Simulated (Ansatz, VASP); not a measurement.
One calculation of P, two programs

File INCAR:

```
ALGO     = Normal         # electronic algorithm
EDIFF    = 1E-6           # SCF threshold, eV
ENCUT    = 520            # plane-wave cutoff, eV
GGA      = PS             # functional
ISIF     = 2              # what is computed and relaxed
ISMEAR   = 0              # smearing method
LASPH    = True           # aspherical terms in the spheres
LCHARG   = False          # write CHGCAR
LREAL    = False          # projectors in reciprocal space
LWAVE    = False          # write WAVECAR
NBANDS   = 12             # bands
NELM     = 100            # most SCF steps
PREC     = Accurate       # precision mode
SIGMA    = 0.15           # smearing width, eV
```

File KPOINTS:

```
k-points
0
Gamma
  18 18 18
```

Contents of POSCAR:

```
P
1.0
   -1.8268308465      2.7163782403      1.8589441358
    1.8268308465     -2.7163782403      1.8589441358
    1.8268308465      2.7163782403     -1.8589441358
P
2
Direct
    0.8033091100      0.0533091100      0.7500000000
    0.1966908900      0.9466908900      0.2500000000
```

Input for Ansatz:

```yaml
crystal:
  lattice:
    - [-1.8268308465, 2.7163782403, 1.8589441358]
    - [1.8268308465, -2.7163782403, 1.8589441358]
    - [1.8268308465, 2.7163782403, -1.8589441358]
  atoms:
    - { symbol: P, position: [0.80330911, 0.05330911, 0.75] }
    - { symbol: P, position: [0.19669089, 0.94669089, 0.25] }
basis:
  ecutwfc: 420
kpoints:
  mp_grid: { grid: [18, 18, 18] }
hamiltonian:
  xc: pbesol
scf:
  occupations: { method: gaussian, width: 0.15 }
output:
  forces: true
  stress: true
  eigenvalues: true
```

Change from the starting cell: strain +0.080 along x and y, +0.000 along z, atoms carried along.

Alike in both runs: task single point; functional PBEsol; k mesh 18 × 18 × 18; occupations gaussian, width 0.15 eV; no spin polarisation.

|  | VASP | Ansatz |
| --- | --- | --- |
| version | VASP 6.6.1 | Ansatz 0.2.0 |
| potentials or method | VASP PAW PBE potentials, release 64 (P), cutoff 520 eV | scalar-relativistic, plane waves, PAW |
| valence electrons in the cell | 10 | 10 |

VASP gave:

```
gap on the k mesh at the Fermi level (eV)                     : none
pressure (GPa)                                                : -12.4
traceless stress, the component that is largest in VASP (GPa) : 7.32
rms of the force components (eV/Å)                            : 0.116
```

Question: Which values does Ansatz return?

Answer: gap on the k mesh at the Fermi level (eV): none; pressure (GPa): -12.4; traceless stress, the component that is largest in VASP (GPa): 7.27; rms of the force components (eV/Å): 0.103.

VASP's potentials were made for PBE, not for PBEsol. Atom by atom the forces differ by 0.012 eV/Å (rms over components). A gap of «none» marks a metal or a gap that the smearing closes.
